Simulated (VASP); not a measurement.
# NiPt5 (P4/mmm) in VASP: a series of runs

NiPt5 is run at these levels: PBE; tasks: single point.

Everything below comes from runs of VASP 6.6.1. Logs are shortened: lines on timing, memory, paths and dates and some standing lists are left out, and cuts for length are marked.

### 1 The cell of the first run

It takes space group P4/mmm (No. 123, tetragonal). Conventional cell: a = 2.775 Å, b = 2.775 Å, c = 11.571 Å, α = 90.00°, β = 90.00°, γ = 90.00°. Ni (site symmetry 4/mmm) has 8 Pt at 2.62 Å and 4 Ni at 2.77 Å within 3.5 Å. Pt (site symmetry 4mm) has 12 Pt at 2.77 to 2.83 Å within 3.7 Å. Pt (site symmetry 4mm) has 4 Ni at 2.62 Å and 9 Pt at 2.77 to 3.46 Å within 3.5 Å. Within 3.7 Å of Pt (site symmetry 4/mmm) lie 12 Pt at 2.77 to 2.82 Å.

### 2 Single point, PBE, collinear spin, ferromagnetic start

Input file INCAR:

```
SYSTEM = NiPt5
PREC = Accurate
ENCUT = 520
EDIFF = 1E-7
ISMEAR = 0
SIGMA = 0.1
LREAL = .FALSE.
LASPH = .TRUE.
NELM = 150
ALGO = Normal
ISIF = 2
LWAVE = .FALSE.
LCHARG = .FALSE.
ISPIN = 2
MAGMOM = 2 0 0 0 0 0
LORBIT = 11
LMAXMIX = 4
GGA = PE
NBANDS = 43
```

Input file KPOINTS:

```
regular mesh
0
G
  6 6 2
  0 0 0
```

Input file POSCAR:

```
NiPt5
1.0
    2.7746808136      0.0000000000      0.0000000000
    0.0000000000      2.7746808136      0.0000000000
    0.0000000000      0.0000000000     11.5711866748
Ni Pt
1 5
Direct
    0.0000000000      0.0000000000      0.0000000000
    0.0000000000      0.0000000000      0.6745476378
    0.5000000000      0.5000000000      0.8503109013
    0.5000000000      0.5000000000      0.1496890987
    0.0000000000      0.0000000000      0.3254523622
    0.5000000000      0.5000000000      0.5000000000
```

Potentials or basis: VASP PAW PBE potentials, release 64 (Ni, Pt).

On the command line:

```
> cat potpaw_PBE.64/Ni/POTCAR potpaw_PBE.64/Pt/POTCAR > POTCAR
> mpirun -np 1 vasp_std > vasp.out
```

OUTCAR:

```text
SYSTEM = NiPt5
   PREC = Accurate
   ENCUT = 520
   EDIFF = 1E-7
   ISMEAR = 0
   LREAL = .FALSE.
   LASPH = .TRUE.
   NELM = 150
   ISIF = 2
   ISPIN = 2
   LORBIT = 11
   GGA = PE

 ion  position               nearest neighbor table
   1  0.000  0.000  0.000-   3 2.62   4 2.62   3 2.62   4 2.62   3 2.62   4 2.62   3 2.62   4 2.62

   2  0.000  0.000  0.675-   6 2.82   6 2.82   6 2.82   6 2.82   3 2.83   3 2.83   3 2.83   3 2.83

   3  0.500  0.500  0.850-   1 2.62   1 2.62   1 2.62   1 2.62   2 2.83   2 2.83   2 2.83   2 2.83
                             4 3.46
   4  0.500  0.500  0.150-   1 2.62   1 2.62   1 2.62   1 2.62   5 2.83   5 2.83   5 2.83   5 2.83
                             3 3.46
   5  0.000  0.000  0.325-   6 2.82   6 2.82   6 2.82   6 2.82   4 2.83   4 2.83   4 2.83   4 2.83

   6  0.500  0.500  0.500-   2 2.82   5 2.82   2 2.82   5 2.82   2 2.82   5 2.82   2 2.82   5 2.82

  LATTYP: Found a simple tetragonal cell.
 ALAT       =     2.7746808136
 C/A-ratio  =     4.1702766740

  Lattice vectors:

 A1 = (   2.7746808136,   0.0000000000,   0.0000000000)
 A2 = (   0.0000000000,   2.7746808136,   0.0000000000)
 A3 = (   0.0000000000,   0.0000000000,  11.5711866748)

Analysis of symmetry for initial positions (statically):
=====================================================================
 Subroutine PRICEL returns:
 Original cell was already a primitive cell.

 Routine SETGRP: Setting up the symmetry group for a
 simple tetragonal supercell.

 Subroutine GETGRP returns: Found 16 space group operations
 (whereof 16 operations were pure point group operations)
 out of a pool of 16 trial point group operations.

The static configuration has the point symmetry D_4h.

Analysis of symmetry for dynamics (positions and initial velocities):
=====================================================================
 Subroutine PRICEL returns:
 Original cell was already a primitive cell.

 Routine SETGRP: Setting up the symmetry group for a
 simple tetragonal supercell.

 Subroutine GETGRP returns: Found 16 space group operations
 (whereof 16 operations were pure point group operations)
 out of a pool of 16 trial point group operations.

The dynamic configuration has the point symmetry D_4h.

Analysis of structural, dynamic, and magnetic symmetry:
=====================================================================
 Subroutine PRICEL returns:
 Original cell was already a primitive cell.

 Routine SETGRP: Setting up the symmetry group for a
 simple tetragonal supercell.

 Subroutine GETGRP returns: Found 16 space group operations
 (whereof 16 operations were pure point group operations)
 out of a pool of 16 trial point group operations.

The overall configuration has the point symmetry D_4h.

 Subroutine INISYM returns: Found 16 space group operations
 (whereof 16 operations are pure point group operations),
 and found     1 'primitive' translations

----------------------------------------------------------------------------------------

                                     Primitive cell

  volume of cell :      89.0849

  direct lattice vectors                    reciprocal lattice vectors
     2.774680814  0.000000000  0.000000000     0.360401815  0.000000000  0.000000000
     0.000000000  2.774680814  0.000000000     0.000000000  0.360401815  0.000000000
     0.000000000  0.000000000 11.571186675     0.000000000  0.000000000  0.086421560

  length of vectors
     2.774680814  2.774680814 11.571186675     0.360401815  0.360401815  0.086421560

  position of ions in fractional coordinates (direct lattice)
     0.000000000  0.000000000  0.000000000
     0.000000000  0.000000000  0.674547638
     0.500000000  0.500000000  0.850310901
     0.500000000  0.500000000  0.149689099
     0.000000000  0.000000000  0.325452362
     0.500000000  0.500000000  0.500000000

  ion indices of the primitive-cell ions
   primitive index   ion index
                 1           1
                 2           2
                 3           3
                 4           4
                 5           5
                 6           6

[... 46 lines left out ...]
  0.500000  0.333333  0.500000      4.000000
  0.500000  0.500000  0.500000      1.000000
   k-points           NKPTS =     20   k-points in BZ     NKDIM =     20   number of bands    NBANDS=     43
   number of dos      NEDOS =    301   number of ions     NIONS =      6
   total plane-waves  NPLWV =  51840
   dimension x,y,z NGX =    24 NGY =   24 NGZ =   90
   dimension x,y,z NGXF=    48 NGYF=   48 NGZF=  180
   ions per type =               1   5
   NGX,Y,Z   is equivalent  to a cutoff of  14.38, 14.38, 12.93 a.u.
   NGXF,Y,Z  is equivalent  to a cutoff of  28.76, 28.76, 25.86 a.u.
 SYSTEM =  NiPt5
   PREC   = accura    normal or accurate (medium, high low for compatibility)
   ISTART =      0    job   : 0-new  1-cont  2-samecut
   ICHARG =      2    charge: 1-file 2-atom 10-const
   ISPIN  =      2    spin polarized calculation?
   LNONCOLLINEAR =      F non collinear calculations
   LSORBIT =      F    spin-orbit coupling
   LASPH  =      T    aspherical Exc in radial PAW
   ENCUT  =  520.0 eV  38.22 Ry    6.18 a.u.   5.16  5.16 21.51*2*pi/ulx,y,z
   NELM   =    150;   NELMIN=  2; NELMDL= -5     # of ELM steps
   EDIFF  = 0.1E-06   stopping-criterion for ELM
   LREAL  =      F    real-space projection
   EDIFFG = 0.1E-05   stopping-criterion for IOM
   NSW    =      0    number of steps for IOM
   IBRION =     -1    ionic relax: 0-MD 1-quasi-New 2-CG
   NFREE  =      0    steps in history (QN), initial steepest desc. (CG)
   ISIF   =      2    stress and relaxation
   ISYM   =      2    0-nonsym 1-usesym 2-fastsym
   POTIM  = 0.5000    time-step for ionic-motion
   TEBEG  =    0.0;   TEEND  =   0.0 temperature during run
   PSTRESS=    0.0 pullay stress
   NELECT =      60.0000    total number of electrons
   NUPDOWN=      -1.0000    fix difference up-down
   EMIN   =  10.00;   EMAX   =-10.00  energy-range for DOS
   EFERMI =   0.00;   METHOD = LEGACY
   ISMEAR =     0;   SIGMA  =   0.10  broadening in eV -4-tet -1-fermi 0-gaus
   EFERMI_NEDOS =   21; number of points for ismear=-14 and -15
   IALGO  =     38    algorithm
   IMIX   =      4    mixing-type and parameters
     AMIX     =   0.40;   BMIX     =  1.00
     AMIX_MAG =   1.60;   BMIX_MAG =  1.00
  volume/ion in A,a.u.               =      14.85       100.20
  Fermi-wavevector in a.u.,A,eV,Ry     =   1.435018  2.711790 28.018149  2.059276
  Thomas-Fermi vector in A             =   2.554362
   LORBIT       =     11    0 simple, 1 ext, 2 COOP (PROOUT), +10 PAW based schemes
   GGA     = PE    functional components
   LHFCALC =     F    Hartree Fock is set to
   AEXX    =    0.0000 exact exchange contribution
   IVDW    =     0    specifies the selected vdW correction
   LEPSILON=     F    determine dielectric tensor
   LRPA    =     F    only Hartree local field effects (RPA)
 spin polarized calculation
 Gauss-broadening in eV      SIGMA  =   0.10
  energy-cutoff  :      520.00
  volume of cell :       89.08
 maximum number of plane-waves:      2417
 NGX is ok and might be reduce to    24
   NGX = 11   NGY = 11   NGZ = 43

 number of electron      59.9999995 magnetization       1.4349023

 Free energy of the ion-electron system (eV)
  ---------------------------------------------------
  ext. energy  EPLUGINS =         0.00000000
  ---------------------------------------------------
  free energy    TOTEN  =       -36.37516289 eV

  energy without entropy =      -36.33027418  energy(sigma->0) =      -36.35271854

 E-fermi :  10.4307     XC(G=0): -13.2691

 val. band max:       10.4237645248   @ k =   0.5000   0.3333   0.0000
 cond. band min:      10.4319359699   @ k =   0.5000   0.3333   0.0000
 fundamental gap:      0.0081714451
 Fermi energy:        10.4306698943

 spin component 1

 k-point     1 :       0.0000    0.0000    0.0000
  band No.  band energies     occupation
      1       0.6852      1.00000
      2       1.9236      1.00000
      3       2.2314      1.00000
      4       3.7420      1.00000
      5       3.8171      1.00000
      6       4.2294      1.00000
[... 889 lines left out ...]
     41      18.7516      0.00000
     42      18.7516      0.00000
 Fermi energy:        10.4306698943

 spin component 2

 k-point     1 :       0.0000    0.0000    0.0000
  band No.  band energies     occupation
      1       0.6995      1.00000
      2       1.9409      1.00000
      3       2.2475      1.00000
      4       3.7742      1.00000
      5       3.8562      1.00000
      6       4.2985      1.00000
[... 889 lines left out ...]
     41      18.7927      0.00000
     42      18.7927      0.00000
 [bands above 42 left out]

------------------------ aborting loop because EDIFF is reached ----------------------------------------

  FORCE on cell =-STRESS in cart. coord.  units (eV):
  Direction    XX          YY          ZZ          XY          YZ          ZX
  --------------------------------------------------------------------------------------
  -------------------------------------------------------------------------------------
  Total       -0.2222420     -0.2222420     -0.3018875      0.0000000      0.0000000     -0.0000000
  in kB       -3.9969865     -3.9969865     -5.4293982      0.0000000      0.0000000     -0.0000000
  external PRESSURE =      -4.4744571 kB  Pullay stress =       0.0000000 kB

 VOLUME and BASIS-vectors are now :
 -----------------------------------------------------------------------------
  energy-cutoff  :      520.00
  volume of cell :       89.08
      direct lattice vectors                 reciprocal lattice vectors
     2.774680814  0.000000000  0.000000000     0.360401815  0.000000000  0.000000000
     0.000000000  2.774680814  0.000000000     0.000000000  0.360401815  0.000000000
     0.000000000  0.000000000 11.571186675     0.000000000  0.000000000  0.086421560

 POSITION                                       TOTAL-FORCE (eV/Angst)
 -----------------------------------------------------------------------------------
      0.00000      0.00000      0.00000        -0.000000     -0.000000      0.000000
      0.00000      0.00000      7.80532        -0.000000     -0.000000     -0.003073
      1.38734      1.38734      9.83911         0.000000      0.000000      0.003114
      1.38734      1.38734      1.73208         0.000000     -0.000000     -0.003114
      0.00000      0.00000      3.76587        -0.000000     -0.000000      0.003073
      1.38734      1.38734      5.78559        -0.000000     -0.000000      0.000000
 -----------------------------------------------------------------------------------
    total drift:                                0.000000     -0.000000      0.000000

  FREE ENERGIE OF THE ION-ELECTRON SYSTEM (eV)
  ---------------------------------------------------
  free  energy   TOTEN  =       -36.3751628921 eV

  energy  without entropy=      -36.3302741835  energy(sigma->0) =      -36.35271854

 total charge

# of ion       s       p       d       tot
------------------------------------------
    1        0.435   0.460   8.295   9.189
    2        0.622   0.571   8.025   9.218
    3        0.654   0.589   8.021   9.264
    4        0.654   0.589   8.021   9.264
    5        0.622   0.571   8.025   9.218
    6        0.622   0.577   8.019   9.218
--------------------------------------------------
tot          3.609   3.356  48.406  55.370

 magnetization (x)

# of ion       s       p       d       tot
------------------------------------------
    1        0.000  -0.005   0.706   0.701
    2       -0.003  -0.003   0.093   0.087
    3       -0.005  -0.010   0.263   0.248
    4       -0.005  -0.010   0.263   0.248
    5       -0.003  -0.003   0.093   0.087
    6       -0.001  -0.001   0.073   0.070
--------------------------------------------------
tot         -0.017  -0.034   1.490   1.440
```

It took 4.6 min on 1 thread of Intel Xeon Platinum 8259CL at 2.50GHz (Skylake/Cascade Lake), shared host; peak memory 0.32 GiB.

Results:

- Free energy: -36.3752 eV
- Pressure: -0.4 GPa
- Largest force: 0.003 eV/Å
- Net moment: 1.43 μB per cell
- Site moments: Ni +0.70; Pt +0.09, +0.25, +0.07 μB
- Valence electrons inside the program's atomic spheres: Ni 9.19; Pt 9.22, 9.26

Forces in eV/Å, atoms in the order of the input:
```
Ni   0.000  0.000  0.000
Pt   0.000  0.000 -0.003
Pt   0.000  0.000  0.003
Pt   0.000  0.000 -0.003
Pt   0.000  0.000  0.003
Pt   0.000  0.000  0.000
```

Stress tensor (GPa, compression positive):
```
-0.40  0.00  0.00
 0.00 -0.40  0.00
 0.00  0.00 -0.54
```

Caveat: the k points lie up to 0.38 Å⁻¹ apart; spin-orbit coupling is left out, which moves the levels of the heavy elements.

### 3 Single point, PBE, collinear spin, ferromagnetic start

This run uses another cell than the first one, of 15.09 Å³/atom, 1.016 times its volume.

Input file INCAR:

```
SYSTEM = NiPt5
PREC = Accurate
ENCUT = 520
EDIFF = 1E-6
ISMEAR = 0
SIGMA = 0.1
LREAL = .False.
LASPH = .True.
NELM = 150
ALGO = Normal
ISIF = 2
LWAVE = .False.
LCHARG = .True.
ISPIN = 2
MAGMOM = 2 0 0 0 0 0
LORBIT = 11
LMAXMIX = 4
GGA = PE
LELF = .True.
LVHAR = .True.
NBANDS = 43
```

Input file KPOINTS:

```
Automatic mesh
0
Gamma
  6 6 2
  0 0 0
```

Input file POSCAR:

```
NiPt5
1.0
    2.7739021700      0.0000000000      0.0000000000
    0.0000000000      2.7739021700      0.0000000000
    0.0000000000      0.0000000000     11.7686701900
Ni Pt
1 5
Direct
    0.0000000000      0.0000000000      0.0000000000
    0.0000000000      0.0000000000      0.6666666700
    0.5000000000      0.5000000000      0.8333333300
    0.5000000000      0.5000000000      0.1666666700
    0.0000000000      0.0000000000      0.3333333300
    0.5000000000      0.5000000000      0.5000000000
```

Potentials or basis: VASP PAW PBE potentials, release 64 (Ni, Pt).

On the command line:

```
> cat potpaw_PBE.64/Ni/POTCAR potpaw_PBE.64/Pt/POTCAR > POTCAR
> mpirun -np 1 vasp_std > vasp.out
```

Wall time 4.8 min (1 thread of Intel Xeon Platinum 8259CL at 2.50GHz (Skylake/Cascade Lake), shared host); peak memory 0.32 GiB.

Results (log left out):

| Property | Result |
| --- | --- |
| Free energy | -36.0486 eV |
| Pressure | -0.8 GPa |
| Largest force | 1.445 eV/Å |
| Net moment | 1.75 μB per cell |
| Site moments | Ni +0.79; Pt +0.18, +0.23, +0.17 μB |
| Valence electrons inside the program's atomic spheres | Ni 8.98; Pt 9.29, 9.21 |

Forces in eV/Å, atoms in the order of the input:
```
Ni   0.000  0.000  0.000
Pt   0.000  0.000  0.040
Pt   0.000  0.000  1.445
Pt   0.000  0.000 -1.445
Pt   0.000  0.000 -0.040
Pt   0.000  0.000  0.000
```

Stress tensor (GPa, compression positive):
```
-0.49  0.00  0.00
 0.00 -0.49  0.00
 0.00  0.00 -1.31
```

Levels at points of the mesh, in eV from the Fermi level:
Spin up:
```tsv
k point	band 27	band 28	band 29	band 30	band 31	band 32	band 33	band 34	band 35	band 36
(0.00, 0.00, 0.00)	-1.20	-1.18	-0.92	-0.92	-0.65	-0.36	-0.09	0.20	0.20	1.90
(0.50, 0.00, 0.00)	-0.71	-0.48	-0.31	-0.27	0.09	1.18	1.19	1.20	1.64	1.95
(0.50, 0.50, 0.00)	0.45	0.45	0.62	0.62	1.92	1.92	5.40	5.40	5.96	5.96
(0.00, 0.00, 0.50)	-0.99	-0.77	-0.44	-0.44	-0.28	-0.12	0.02	0.02	0.29	0.43
(0.50, 0.00, 0.50)	-0.49	-0.29	-0.28	-0.21	-0.12	-0.09	1.01	1.72	1.74	1.87
(0.50, 0.50, 0.50)	0.45	0.45	0.62	0.62	3.11	3.11	3.68	3.68	6.98	7.31
```
Spin down:
```
           k point  band 27  band 28  band 29  band 30  band 31  band 32  band 33  band 34
(0.00, 0.00, 0.00)    -0.74    -0.74    -0.53    -0.53    -0.26    -0.22     0.10     0.51
(0.50, 0.00, 0.00)    -0.16    -0.11    -0.06    -0.06     0.55     1.27     1.28     1.33
(0.50, 0.50, 0.00)     0.59     0.59     0.79     0.79     1.92     1.92     5.52     5.52
(0.00, 0.00, 0.50)    -0.64    -0.48     0.01     0.01     0.14     0.14     0.18     0.18
(0.50, 0.00, 0.50)    -0.30    -0.28     0.00     0.12     0.16     0.20     1.23     1.82
(0.50, 0.50, 0.50)     0.59     0.59     0.79     0.79     3.26     3.26     3.73     3.73
```

Caveat: the k points lie up to 0.38 Å⁻¹ apart; spin-orbit coupling is left out, which moves the levels of the heavy elements; forces of over 1 eV/Å act on the atoms, so gaps and moduli don't describe the material at rest.
